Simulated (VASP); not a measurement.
# SiSn2 (Fm-3m) in VASP: further runs

SiSn2 is run at these levels: r2SCAN; tasks: relaxation of cell and atoms, single point.

Program: VASP 6.6.1. These are calculated values, not measurements. Logs are shortened: lines on timing, memory, paths and dates and some standing lists are left out, and cuts for length are marked.

### Step 1. The cell of the first run

It takes space group Fm-3m (No. 225, cubic). Conventional cell: a = 6.380 Å, b = 6.380 Å, c = 6.380 Å, α = 90.00°, β = 90.00°, γ = 90.00°. Within 3.6 Å of Si (site symmetry m-3m) lie 8 Sn at 2.76 Å. Within 3.6 Å of Sn (site symmetry -43m) lie 4 Si at 2.76 Å and 6 Sn at 3.19 Å.

### Step 2. Relaxation of cell and atoms, r2SCAN

Input file POSCAR:

```
SiSn2
1.0
    0.0000000000      3.1901399512      3.1901399512
    3.1901399512      0.0000000000      3.1901399512
    3.1901399512      3.1901399512      0.0000000000
Si Sn
1 2
Direct
    0.0000000000      0.0000000000      0.0000000000
    0.2500000000      0.2500000000      0.2500000000
    0.7500000000      0.7500000000      0.7500000000
```

Input file INCAR.step1:

```
  PREC = Accurate
  ENCUT = 600
  ISMEAR = 0
  SIGMA = 0.1
  LREAL = F
  LASPH = T
  NELM = 80
  GGA = PE
  ALGO = Normal
  EDIFF = 1E-4
  LWAVE = T
  LCHARG = F
```

Input file INCAR.step2:

```
  PREC = Accurate
  ENCUT = 600
  EDIFF = 1E-7
  ISMEAR = 0
  SIGMA = 0.1
  LREAL = F
  LASPH = T
  NELM = 80
  ALGO = Normal
  ISIF = 3
  LWAVE = F
  LCHARG = F
  METAGGA = R2SCAN
  LMIXTAU = T
  IBRION = 2
  NSW = 90
  EDIFFG = -0.04
  ISTART = 1
```

Input file KPOINTS:

```
Automatic mesh
0
Gamma
  6 6 6
```

Potentials or basis: VASP PAW PBE potentials, release 64 (Si, Sn_d).

The run is started by

```
$ cat potpaw_PBE.64/Si/POTCAR potpaw_PBE.64/Sn_d/POTCAR > POTCAR
$ cp INCAR.step1 INCAR
$ mpirun -np 1 vasp_std > vasp.out
$ cp INCAR.step2 INCAR
$ mpirun -np 1 vasp_std > vasp.out
```

OUTCAR:

```text
PREC = Accurate
   ENCUT = 600
   EDIFF = 1E-7
   ISMEAR = 0
   LREAL = F
   LASPH = T
   NELM = 80
   ISIF = 3
   METAGGA = R2SCAN
   IBRION = 2
   NSW = 90
   EDIFFG = -0.04
   ISTART = 1

 ion  position               nearest neighbor table
   1  0.000  0.000  0.000-   2 2.76   3 2.76   3 2.76   3 2.76   3 2.76   2 2.76   2 2.76   2 2.76

   2  0.250  0.250  0.250-   1 2.76   1 2.76   1 2.76   1 2.76   3 3.19   3 3.19   3 3.19   3 3.19
                             3 3.19   3 3.19
   3  0.750  0.750  0.750-   1 2.76   1 2.76   1 2.76   1 2.76   2 3.19   2 3.19   2 3.19   2 3.19
                             2 3.19   2 3.19

  LATTYP: Found a face centered cubic cell.
 ALAT       =     6.3802799024

  Lattice vectors:

 A1 = (   0.0000000000,   3.1901399512,   3.1901399512)
 A2 = (   3.1901399512,   0.0000000000,   3.1901399512)
 A3 = (   3.1901399512,   3.1901399512,   0.0000000000)

Analysis of symmetry for initial positions (statically):
=====================================================================
 Subroutine PRICEL returns:
 Original cell was already a primitive cell.

 Routine SETGRP: Setting up the symmetry group for a
 face centered cubic supercell.

 Subroutine GETGRP returns: Found 48 space group operations
 (whereof 48 operations were pure point group operations)
 out of a pool of 48 trial point group operations.

The static configuration has the point symmetry O_h .

Analysis of symmetry for dynamics (positions and initial velocities):
=====================================================================
 Subroutine PRICEL returns:
 Original cell was already a primitive cell.

 Routine SETGRP: Setting up the symmetry group for a
 face centered cubic supercell.

 Subroutine GETGRP returns: Found 48 space group operations
 (whereof 48 operations were pure point group operations)
 out of a pool of 48 trial point group operations.

The dynamic configuration has the point symmetry O_h .

 Subroutine INISYM returns: Found 48 space group operations
 (whereof 48 operations are pure point group operations),
 and found     1 'primitive' translations

----------------------------------------------------------------------------------------

                                     Primitive cell

  volume of cell :      64.9321

  direct lattice vectors                    reciprocal lattice vectors
     0.000000000  3.190139951  3.190139951    -0.156732936  0.156732936  0.156732936
     3.190139951  0.000000000  3.190139951     0.156732936 -0.156732936  0.156732936
     3.190139951  3.190139951  0.000000000     0.156732936  0.156732936 -0.156732936

  length of vectors
     4.511539185  4.511539185  4.511539185     0.271469408  0.271469408  0.271469408

  position of ions in fractional coordinates (direct lattice)
     0.000000000  0.000000000  0.000000000
     0.250000000  0.250000000  0.250000000
     0.750000000  0.750000000  0.750000000

  ion indices of the primitive-cell ions
   primitive index   ion index
                 1           1
                 2           2
                 3           3

----------------------------------------------------------------------------------------

 KPOINTS: Automatic mesh

Automatic generation of k-mesh.
 Grid dimensions read from file:
 generate k-points for:    6    6    6

 Generating k-lattice:

  Cartesian coordinates                     Fractional coordinates (reciprocal lattice)
    -0.026122156  0.026122156  0.026122156     0.166666667  0.000000000  0.000000000
     0.026122156 -0.026122156  0.026122156     0.000000000  0.166666667  0.000000000
     0.026122156  0.026122156 -0.026122156     0.000000000  0.000000000  0.166666667

  Length of vectors
     0.045244901  0.045244901  0.045244901

  Shift w.r.t. Gamma in fractional coordinates (k-lattice)
     0.000000000  0.000000000  0.000000000

 Subroutine IBZKPT returns following result:
 ===========================================

 Found     16 irreducible k-points:

 Following reciprocal coordinates:
            Coordinates               Weight
  0.000000  0.000000  0.000000      1.000000
  0.166667  0.000000  0.000000      8.000000
  0.333333  0.000000  0.000000      8.000000
  0.500000  0.000000  0.000000      4.000000
  0.166667  0.166667  0.000000      6.000000
  0.333333  0.166667  0.000000     24.000000
[... 8 lines left out ...]
 -0.333333  0.333333  0.166667     24.000000
 -0.333333  0.500000  0.166667     12.000000
   k-points           NKPTS =     16   k-points in BZ     NKDIM =     16   number of bands    NBANDS=     20
   number of dos      NEDOS =    301   number of ions     NIONS =      3
   total plane-waves  NPLWV =  46656
   dimension x,y,z NGX =    36 NGY =   36 NGZ =   36
   dimension x,y,z NGXF=    72 NGYF=   72 NGZF=   72
   ions per type =               1   2
   NGX,Y,Z   is equivalent  to a cutoff of  13.27, 13.27, 13.27 a.u.
   NGXF,Y,Z  is equivalent  to a cutoff of  26.53, 26.53, 26.53 a.u.
 SYSTEM =  unknown system
   PREC   = accura    normal or accurate (medium, high low for compatibility)
   ISTART =      1    job   : 0-new  1-cont  2-samecut
   ICHARG =      0    charge: 1-file 2-atom 10-const
   ISPIN  =      1    spin polarized calculation?
   LNONCOLLINEAR =      F non collinear calculations
   LSORBIT =      F    spin-orbit coupling
   LASPH  =      T    aspherical Exc in radial PAW
   ENCUT  =  600.0 eV  44.10 Ry    6.64 a.u.   9.01  9.01  9.01*2*pi/ulx,y,z
   NELM   =     80;   NELMIN=  2; NELMDL=  0     # of ELM steps
   EDIFF  = 0.1E-06   stopping-criterion for ELM
   LREAL  =      F    real-space projection
   EDIFFG = -.4E-01   stopping-criterion for IOM
   NSW    =     90    number of steps for IOM
   IBRION =      2    ionic relax: 0-MD 1-quasi-New 2-CG
   NFREE  =      1    steps in history (QN), initial steepest desc. (CG)
   ISIF   =      3    stress and relaxation
   ISYM   =      2    0-nonsym 1-usesym 2-fastsym
   POTIM  = 0.5000    time-step for ionic-motion
   TEBEG  =    0.0;   TEEND  =   0.0 temperature during run
   PSTRESS=    0.0 pullay stress
   NELECT =      32.0000    total number of electrons
   NUPDOWN=      -1.0000    fix difference up-down
   EMIN   =  10.00;   EMAX   =-10.00  energy-range for DOS
   EFERMI =   0.00;   METHOD = LEGACY
   ISMEAR =     0;   SIGMA  =   0.10  broadening in eV -4-tet -1-fermi 0-gaus
   EFERMI_NEDOS =   21; number of points for ismear=-14 and -15
   IALGO  =     38    algorithm
   IMIX   =      4    mixing-type and parameters
     AMIX     =   0.40;   BMIX     =  1.00
     AMIX_MAG =   1.60;   BMIX_MAG =  1.00
  volume/ion in A,a.u.               =      21.64       146.06
  Fermi-wavevector in a.u.,A,eV,Ry     =   1.293119  2.443640 22.751066  1.672156
  Thomas-Fermi vector in A             =   2.424784
   LORBIT       =      0    0 simple, 1 ext, 2 COOP (PROOUT), +10 PAW based schemes
   METAGGA = R2SCAN    functional components
   LHFCALC =     F    Hartree Fock is set to
   AEXX    =    0.0000 exact exchange contribution
   IVDW    =     0    specifies the selected vdW correction
   LEPSILON=     F    determine dielectric tensor
   LRPA    =     F    only Hartree local field effects (RPA)
 conjugate gradient relaxation of ions
 non-spin polarized calculation
 Gauss-broadening in eV      SIGMA  =   0.10
  energy-cutoff  :      600.00
  volume of cell :       64.93
 maximum number of plane-waves:      2200
   NGX = 17   NGY = 17   NGZ = 17

--------------------------------------- Ionic step        1  -------------------------------------------

 number of electron      32.0000006 magnetization

 Free energy of the ion-electron system (eV)
  ---------------------------------------------------
  ext. energy  EPLUGINS =         0.00000000
  ---------------------------------------------------
  free energy    TOTEN  =       -56.40646382 eV

  energy without entropy =      -56.39769790  energy(sigma->0) =      -56.40208086

------------------------ aborting loop because EDIFF is reached ----------------------------------------

  FORCE on cell =-STRESS in cart. coord.  units (eV):
  Direction    XX          YY          ZZ          XY          YZ          ZX
  --------------------------------------------------------------------------------------
  -------------------------------------------------------------------------------------
  Total        5.7110101      5.7110101      5.7110101     -0.0000000     -0.0000000      0.0000000
  in kB      140.9172968    140.9172968    140.9172968     -0.0000000     -0.0000000      0.0000000
  external PRESSURE =     140.9172968 kB  Pullay stress =       0.0000000 kB

 VOLUME and BASIS-vectors are now :
 -----------------------------------------------------------------------------
  energy-cutoff  :      600.00
  volume of cell :       64.93
      direct lattice vectors                 reciprocal lattice vectors
     0.000000000  3.190139951  3.190139951    -0.156732936  0.156732936  0.156732936
     3.190139951  0.000000000  3.190139951     0.156732936 -0.156732936  0.156732936
     3.190139951  3.190139951  0.000000000     0.156732936  0.156732936 -0.156732936
[... 38 lines left out ...]
 POSITION                                       TOTAL-FORCE (eV/Angst)
 -----------------------------------------------------------------------------------
      3.48312      6.96623      3.48312         0.000000     -0.000000      0.000000
      1.74156      1.74156      1.74156        -0.000000      0.000000     -0.000000
      5.22467      5.22467      5.22467         0.000000     -0.000000      0.000000
 -----------------------------------------------------------------------------------
    total drift:                                0.000000      0.000000      0.000000

  FREE ENERGIE OF THE ION-ELECTRON SYSTEM (eV)
  ---------------------------------------------------
  free  energy   TOTEN  =       -56.7916795500 eV

  energy  without entropy=      -56.7844353315  energy(sigma->0) =      -56.78805744

--------------------------------------- Ionic step        3  -------------------------------------------

 number of electron      32.0000010 magnetization

 Free energy of the ion-electron system (eV)
  ---------------------------------------------------
  ext. energy  EPLUGINS =         0.00000000
  ---------------------------------------------------
  free energy    TOTEN  =       -56.87491640 eV

  energy without entropy =      -56.86487303  energy(sigma->0) =      -56.86989471

 E-fermi :   6.8933     XC(G=0): -10.6112

 val. band max:        6.8024820216   @ k =   0.3333   0.1667   0.0000
 cond. band min:       6.8955933683   @ k =   0.3333   0.0000   0.0000
 fundamental gap:      0.0931113467
 Fermi energy:         6.8932562397

 k-point     1 :       0.0000    0.0000    0.0000
  band No.  band energies     occupation
      1     -15.1442      2.00000
      2     -15.1442      2.00000
      3     -15.0862      2.00000
      4     -15.0862      2.00000
      5     -15.0862      2.00000
      6     -14.9804      2.00000
[... 12 lines left out ...]
     19       5.9556      2.00000
     20      11.2354      0.00000
[... 365 lines left out ...]
 POSITION                                       TOTAL-FORCE (eV/Angst)
 -----------------------------------------------------------------------------------
      0.00000     -0.00000      0.00000        -0.000000     -0.000000      0.000000
      1.69186      1.69186      1.69186        -0.000000      0.000000     -0.000000
      5.07559      5.07559      5.07559         0.000000     -0.000000      0.000000
 -----------------------------------------------------------------------------------
    total drift:                                0.000000      0.000000      0.000000

  FREE ENERGIE OF THE ION-ELECTRON SYSTEM (eV)
  ---------------------------------------------------
  free  energy   TOTEN  =       -56.8749163974 eV

  energy  without entropy=      -56.8648730263  energy(sigma->0) =      -56.86989471

 reached required accuracy - stopping structural energy minimisation
```

It took 2.8 min on 1 thread of Intel Xeon 6975P-C (Granite Rapids), shared host; peak memory 0.23 GiB.

What came out:

| Item | Value |
| --- | --- |
| Free energy | -56.8749 eV |
| Relaxed volume | 25.83 Å³/atom |
| Relaxed cell | a = 4.785 Å, b = 4.785 Å, c = 4.785 Å, α = 60.00°, β = 60.00°, γ = 60.00° |
| Space group after relaxing (to 0.05 Å) | Fm-3m (No. 225) |
| Energy gained by relaxing | 156.2 meV/atom |
| Ionic steps | 3 |
| Pressure after relaxing | 0.2 GPa |
| Band gap on the k mesh | zero (band 16 reaches 8.02 eV, above the bottom of band 17 at 5.96 eV) |

The path:
| step | energy change (eV) | largest force (eV/Å) | pressure (GPa) | volume (Å³) |
| --- | --- | --- | --- | --- |
| 1 | 0.0000 | 0.0000 | 14.09 | 64.93 |
| 2 | -0.3852 | 0.0000 | -3.65 | 84.52 |
| 3 | -0.4685 | 0.0000 | 0.15 | 77.48 |

Final structure:
```
CELL_PARAMETERS angstrom
0.00000 3.38372 3.38372
3.38372 0.00000 3.38372
3.38372 3.38372 0.00000
ATOMIC_POSITIONS crystal
Si 0.00000 0.00000 0.00000
Sn 0.25000 0.25000 0.25000
Sn 0.75000 0.75000 0.75000
```

Caveat: the volume moved by over 15 % at a fixed basis, so the end points are rough; the PAW data sets were made with another functional, which shifts forces and pressure a little; spin-orbit coupling is left out, which moves the levels of the heavy elements.

[end of part 1 of 2]
